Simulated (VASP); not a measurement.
# Ta3F2 (P-1) in VASP: single point with PBE

Aim: the single point of Ta3F2 with PBE.

All numbers are computed with VASP 6.6.1; they aren't measurements. Logs are shortened: lines on timing, memory, paths and dates and some standing lists are left out, and cuts for length are marked.

## 1. The cell of the first run

The typed cell holds 5 atoms: a = 2.891 Å, b = 2.892 Å, c = 10.764 Å, α = 84.61°, β = 85.67°, γ = 67.64°.

## 2. Single point, PBE, collinear spin, ferromagnetic start

INCAR

```
SYSTEM = Ta3F2
PREC = Accurate ; ENCUT = 600
EDIFF = 1E-6 ; ISMEAR = 0
SIGMA = 0.1 ; LREAL = .False.
LASPH = .True. ; NELM = 200
ALGO = Normal ; ISIF = 2
LWAVE = .False. ; LCHARG = .True.
ISPIN = 2 ; MAGMOM = 1 1 1 0 0
LORBIT = 11 ; LMAXMIX = 4
GGA = PE ; LELF = .True.
LVHAR = .True. ; NBANDS = 36
GGA_COMPAT = .False.
```

KPOINTS

```
Automatic mesh
0
Gamma
  6 6 2
  0 0 0
```

POSCAR

```
Ta3F2
1.0
    2.8910273763      0.0000000000      0.0000000000
    1.0998265784      2.6742355455      0.0000000000
    0.8120052302      0.7584529100     10.7060025867
Ta F
3 2
Direct
    0.5329993182      0.5568179985      0.7844043602
    0.4670006818      0.4431820015      0.2155956398
    0.0000000000      0.0000000000      0.0000000000
    0.2124589751      0.2506820948      0.6506235142
    0.7875410249      0.7493179052      0.3493764858
```

Potentials or basis: VASP PAW PBE potentials, release 64 (Ta_pv, F).

The run is started by

```sh
$ cat potpaw_PBE.64/Ta_pv/POTCAR potpaw_PBE.64/F/POTCAR > POTCAR
$ mpirun -np 1 vasp_std > vasp.out
```

OUTCAR:

```text
SYSTEM = Ta3F2
   PREC = Accurate
   ENCUT = 600
   EDIFF = 1E-6
   ISMEAR = 0
   LREAL = .False.
   LASPH = .True.
   NELM = 200
   ISIF = 2
   ISPIN = 2
   LORBIT = 11
   GGA = PE

 ion  position               nearest neighbor table
   1  0.533  0.557  0.784-   4 2.19   4 2.28   4 2.28   3 2.81   3 2.81   3 3.32   3 3.35
   2  0.467  0.443  0.216-   5 2.19   5 2.28   5 2.28   3 2.81   3 2.81   3 3.32   3 3.35
   3  0.000  0.000  0.000-   1 2.81   2 2.81   1 2.81   2 2.81   1 3.32   2 3.32   2 3.35   1 3.35

   4  0.212  0.251  0.651-   1 2.19   1 2.28   1 2.28
   5  0.788  0.749  0.349-   2 2.19   2 2.28   2 2.28

  LATTYP: Found a triclinic cell.
 ALAT       =     2.8910273763
 B/A-ratio  =     1.0001863281
 C/A-ratio  =     3.7814725955
 COS(alpha) =     0.0081704880
 COS(beta)  =     0.1901717285
 COS(gamma) =     0.3803567192

  Lattice vectors:

 A1 = (  -2.8910273763,   0.0000000000,   0.0000000000)
 A2 = (  -1.0998265784,  -2.6742355455,   0.0000000000)
 A3 = (  -2.0790221461,   0.7584529100,  10.7060025867)

Analysis of symmetry for initial positions (statically):
=====================================================================
 Subroutine PRICEL returns:
 Original cell was already a primitive cell.

 Routine SETGRP: Setting up the symmetry group for a
 triclinic supercell.

 Subroutine GETGRP returns: Found  2 space group operations
 (whereof  2 operations were pure point group operations)
 out of a pool of  2 trial point group operations.

The static configuration has the point symmetry S_2 .

Analysis of symmetry for dynamics (positions and initial velocities):
=====================================================================
 Subroutine PRICEL returns:
 Original cell was already a primitive cell.

 Routine SETGRP: Setting up the symmetry group for a
 triclinic supercell.

 Subroutine GETGRP returns: Found  2 space group operations
 (whereof  2 operations were pure point group operations)
 out of a pool of  2 trial point group operations.

The dynamic configuration has the point symmetry S_2 .

Analysis of structural, dynamic, and magnetic symmetry:
=====================================================================
 Subroutine PRICEL returns:
 Original cell was already a primitive cell.

 Routine SETGRP: Setting up the symmetry group for a
 triclinic supercell.

 Subroutine GETGRP returns: Found  2 space group operations
[... 137 lines left out ...]
   IVDW    =     0    specifies the selected vdW correction
   LEPSILON=     F    determine dielectric tensor
   LRPA    =     F    only Hartree local field effects (RPA)
 spin polarized calculation
 Gauss-broadening in eV      SIGMA  =   0.10
  energy-cutoff  :      600.00
  volume of cell :       82.77
 maximum number of plane-waves:      2794
   NGX = 11   NGY = 11   NGZ = 43

 number of electron      46.9999998 magnetization       0.0017094

 Free energy of the ion-electron system (eV)
  ---------------------------------------------------
  ext. energy  EPLUGINS =         0.00000000
  ---------------------------------------------------
  free energy    TOTEN  =       -46.05341101 eV

  energy without entropy =      -46.04106528  energy(sigma->0) =      -46.04723815

 E-fermi :   3.9304     XC(G=0): -10.8505

 val. band max:        3.9076228267   @ k =   0.5000   0.0000   0.0000
 cond. band min:       4.0607613728   @ k =   0.1667   0.1667   0.5000
 fundamental gap:      0.1531385461
 Fermi energy:         3.9304345360

 spin component 1

 k-point     1 :       0.0000    0.0000    0.0000
  band No.  band energies     occupation
      1     -31.0017      1.00000
      2     -30.8705      1.00000
      3     -30.3743      1.00000
      4     -30.3575      1.00000
      5     -30.1315      1.00000
      6     -30.1313      1.00000
[... 901 lines left out ...]
     34      10.0374      0.00000
     35      11.8618      0.00000

 [... further k-points ...]

 spin component 2

 k-point     1 :       0.0000    0.0000    0.0000
  band No.  band energies     occupation
      1     -31.0016      1.00000
      2     -30.8704      1.00000
      3     -30.3743      1.00000
      4     -30.3574      1.00000
      5     -30.1315      1.00000
      6     -30.1313      1.00000
[... 901 lines left out ...]
     34      10.0378      0.00000
     35      11.8621      0.00000

 [... further k-points ...]

 [bands above 35 left out]

------------------------ aborting loop because EDIFF is reached ----------------------------------------

  FORCE on cell =-STRESS in cart. coord.  units (eV):
  Direction    XX          YY          ZZ          XY          YZ          ZX
  --------------------------------------------------------------------------------------
  -------------------------------------------------------------------------------------
  Total       -0.1064512     -0.2997472      0.4238851      0.2248425      0.2548240      0.3991075
  in kB       -2.0605441     -5.8021174      8.2050170      4.3522103      4.9325514      7.7254055
  external PRESSURE =       0.1141185 kB  Pullay stress =       0.0000000 kB

 VOLUME and BASIS-vectors are now :
 -----------------------------------------------------------------------------
  energy-cutoff  :      600.00
  volume of cell :       82.77
      direct lattice vectors                 reciprocal lattice vectors
     2.891027376  0.000000000  0.000000000     0.345897797 -0.142256575 -0.016156909
     1.099826578  2.674235546  0.000000000     0.000000000  0.373938639 -0.026491199
     0.812005230  0.758452910 10.706002587     0.000000000  0.000000000  0.093405544

 POSITION                                       TOTAL-FORCE (eV/Angst)
 -----------------------------------------------------------------------------------
      2.79026      2.08400      8.39784        -0.027440     -0.019252     -0.017446
      2.01260      1.34869      2.30817         0.027440      0.019252      0.017446
      0.00000      0.00000      0.00000         0.000000      0.000000      0.000000
      1.41824      1.16385      6.96558        -0.034571     -0.023370     -0.061011
      3.38462      2.26884      3.74043         0.034571      0.023370      0.061011
 -----------------------------------------------------------------------------------
    total drift:                                0.000000      0.000000      0.000000

  FREE ENERGIE OF THE ION-ELECTRON SYSTEM (eV)
  ---------------------------------------------------
  free  energy   TOTEN  =       -46.0534110125 eV

  energy  without entropy=      -46.0410652803  energy(sigma->0) =      -46.04723815

 total charge

# of ion       s       p       d       tot
------------------------------------------
    1        0.328   6.154   2.349   8.832
    2        0.328   6.154   2.349   8.832
    3        0.365   6.201   2.355   8.921
    4        1.738   4.334   0.000   6.071
    5        1.738   4.334   0.000   6.071
--------------------------------------------------
tot          4.496  27.177   7.054  38.727

 magnetization (x)

# of ion       s       p       d       tot
------------------------------------------
    1       -0.000   0.000   0.000   0.000
    2       -0.000   0.000   0.000   0.000
    3       -0.000   0.000   0.000   0.000
    4       -0.000  -0.000   0.000  -0.000
    5       -0.000  -0.000   0.000  -0.000
--------------------------------------------------
tot         -0.000   0.000   0.000   0.000
```

OSZICAR:

```text
N       E                     dE             d eps       ncg     rms          rms(c)
DAV:   1     0.486959191328E+03    0.48696E+03   -0.27812E+04  5760   0.147E+03
DAV:   2    -0.196994665058E+02   -0.50666E+03   -0.48343E+03  6608   0.431E+02
DAV:   3    -0.489762610974E+02   -0.29277E+02   -0.28732E+02  6828   0.992E+01
DAV:   4    -0.493976322782E+02   -0.42137E+00   -0.41988E+00  6640   0.128E+01
DAV:   5    -0.494032165265E+02   -0.55842E-02   -0.55835E-02  6680   0.146E+00    0.261E+01
DAV:   6    -0.467305122056E+02    0.26727E+01   -0.11129E+01  6428   0.264E+01    0.124E+01
DAV:   7    -0.465619497570E+02    0.16856E+00   -0.34683E+00  6488   0.113E+01    0.737E+00
DAV:   8    -0.460449602211E+02    0.51699E+00   -0.13129E+00  6512   0.102E+01    0.175E+00
DAV:   9    -0.460471645939E+02   -0.22044E-02   -0.12403E-01  6388   0.202E+00    0.788E-01
DAV:  10    -0.460505360987E+02   -0.33715E-02   -0.10187E-02  6840   0.620E-01    0.519E-01
DAV:  11    -0.460531485016E+02   -0.26124E-02   -0.63928E-03  6680   0.515E-01    0.156E-01
DAV:  12    -0.460532609090E+02   -0.11241E-03   -0.12213E-03  6900   0.231E-01    0.928E-02
DAV:  13    -0.460533887642E+02   -0.12786E-03   -0.29260E-04  6412   0.101E-01    0.424E-02
DAV:  14    -0.460534088170E+02   -0.20053E-04   -0.39029E-05  6784   0.360E-02    0.185E-02
DAV:  15    -0.460534109843E+02   -0.21672E-05   -0.72630E-06  6332   0.178E-02    0.840E-03
DAV:  16    -0.460534110125E+02   -0.28246E-07   -0.94789E-07  4304   0.640E-03
   1 F= -.46053411E+02 E0= -.46047238E+02  d E =-.123457E-01  mag=     0.0007
```

stdout:

```text
POSCAR found type information on POSCAR TaF
 POSCAR found :  2 types and       5 ions
 scaLAPACK will be used
 LDA part: xc-table for (Slater+PW92), standard interpolation
 POSCAR, INCAR and KPOINTS ok, starting setup
 FFT: planning ... GRIDC
 FFT: planning ... GRID_SOFT
 FFT: planning ... GRID
 WAVECAR not read
 entering main loop
```

It took 4.4 min on 1 thread of Intel Xeon 6975P-C, shared host; peak memory 0.39 GiB.

What came out:

| Quantity | Value |
| --- | --- |
| Free energy | -46.0534 eV |
| Pressure | 0.0 GPa |
| Largest force | 0.074 eV/Å |
| Net moment | 0.00 μB per cell |
| Valence electrons inside the program's atomic spheres | Ta 8.83, 8.92; F 6.07 |

Forces in eV/Å, atoms in the order of the input:
```
Ta  -0.027 -0.019 -0.017
Ta   0.027  0.019  0.017
Ta   0.000  0.000  0.000
F   -0.035 -0.023 -0.061
F    0.035  0.023  0.061
```

Stress tensor (GPa, compression positive):
```
-0.21  0.44  0.77
 0.44 -0.58  0.49
 0.77  0.49  0.82
```

Levels at points of the mesh, in eV from the Fermi level:
Spin up:
```
           k point  band 22  band 23  band 24  band 25  band 26  band 27
(0.00, 0.00, 0.00)    -0.44    -0.06     0.23     0.61     1.31     2.24
(0.50, 0.00, 0.00)    -1.31    -0.66    -0.02     3.26     3.38     3.63
(0.00, 0.50, 0.00)    -1.31    -0.67    -0.02     3.27     3.38     3.63
(0.50, 0.50, 0.00)    -0.96    -0.34     1.99     2.06     2.12     4.08
(0.00, 0.00, 0.50)    -0.44    -0.06     0.23     0.61     1.31     2.30
(0.50, 0.00, 0.50)    -1.31    -0.66    -0.02     3.27     3.37     3.63
(0.00, 0.50, 0.50)    -1.31    -0.66    -0.02     3.27     3.37     3.64
(0.50, 0.50, 0.50)    -0.95    -0.34     2.01     2.05     2.13     4.04
```
Spin down:
```csv
k point,band 21,band 22,band 23,band 24,band 25,band 26,band 27,band 28
"(0.00, 0.00, 0.00)",-0.99,-0.44,-0.06,0.23,0.61,1.31,2.24,2.30
"(0.50, 0.00, 0.00)",-1.78,-1.31,-0.66,-0.02,3.26,3.38,3.63,4.20
"(0.00, 0.50, 0.00)",-1.78,-1.31,-0.67,-0.02,3.27,3.38,3.63,4.21
"(0.50, 0.50, 0.00)",-2.22,-0.96,-0.34,1.99,2.06,2.12,4.08,4.79
"(0.00, 0.00, 0.50)",-0.99,-0.44,-0.06,0.23,0.61,1.32,2.30,2.45
"(0.50, 0.00, 0.50)",-1.78,-1.31,-0.66,-0.02,3.27,3.37,3.64,4.20
"(0.00, 0.50, 0.50)",-1.78,-1.31,-0.66,-0.02,3.27,3.37,3.64,4.20
"(0.50, 0.50, 0.50)",-2.23,-0.95,-0.34,2.01,2.05,2.13,4.04,4.89
```

Caveat: the k points lie up to 0.39 Å⁻¹ apart; spin-orbit coupling is left out, which moves the levels of the heavy elements.
